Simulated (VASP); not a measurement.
Set up this calculation in VASP 6.6.1, as the native input.

```yaml
Task: single point
Functional: PBE
Potentials_or_basis: VASP PAW PBE potentials, release 64 (Ba_sv, Ta_sv_GW, O)
Cutoff: 700 eV
k_mesh: 6 × 6 × 6
Occupations: gaussian, width 0.1 eV
Spin: no spin polarisation
Dipole_correction: no
Further_INCAR_settings: ALGO = Normal; EDIFF = 1e-06; NBANDS = 40
```

The structure of BaTa3O2 lies in POSCAR:

```
BaTa3O2
1.0
    5.6438431600      0.0000000000      0.0000000000
   -2.8219215800      4.8877115500      0.0000000000
    0.0000000000      0.0000000000      3.6428802100
Ba Ta O
1 3 2
Direct
    0.0000000000      0.0000000000      0.0000000000
    0.5000000000      0.0000000000      0.5000000000
    0.5000000000      0.5000000000      0.5000000000
    0.0000000000      0.5000000000      0.5000000000
    0.3333333300      0.6666666700      0.0000000000
    0.6666666700      0.3333333300      0.0000000000
```

The cell was generated, and may not be a known phase.

The input as run:

INCAR

```
PREC = Accurate ; ENCUT = 700
EDIFF = 1E-6 ; ISMEAR = 0
SIGMA = 0.1 ; LREAL = F
LASPH = T ; NELM = 120
ALGO = Normal ; ISIF = 2
LWAVE = F ; LCHARG = F
GGA = PE ; NBANDS = 40
GGA_COMPAT = F
```

KPOINTS

```
regular mesh
0
Gamma
  6 6 6
```

Potentials or basis: VASP PAW PBE potentials, release 64 (Ba_sv, Ta_sv_GW, O).

The run is started by

```sh
$ cat potpaw_PBE.64/Ba_sv/POTCAR potpaw_PBE.64/Ta_sv_GW/POTCAR potpaw_PBE.64/O/POTCAR > POTCAR
$ mpirun -np 1 vasp_std > vasp.out
```

Results of the run:

| Property | Result |
| --- | --- |
| Pressure | -2.4 GPa |
| Band gap on the k mesh | zero (an odd number of electrons rules out a gap without spin polarisation) |

Caveat: spin-orbit coupling is left out, which moves the levels of the heavy elements.

It took 3.4 min on 1 thread of Intel(R) Xeon(R) Platinum 8259CL CPU @ 2.50GHz (Skylake/Cascade Lake), with other jobs on the host, peak memory 0.38 GiB.
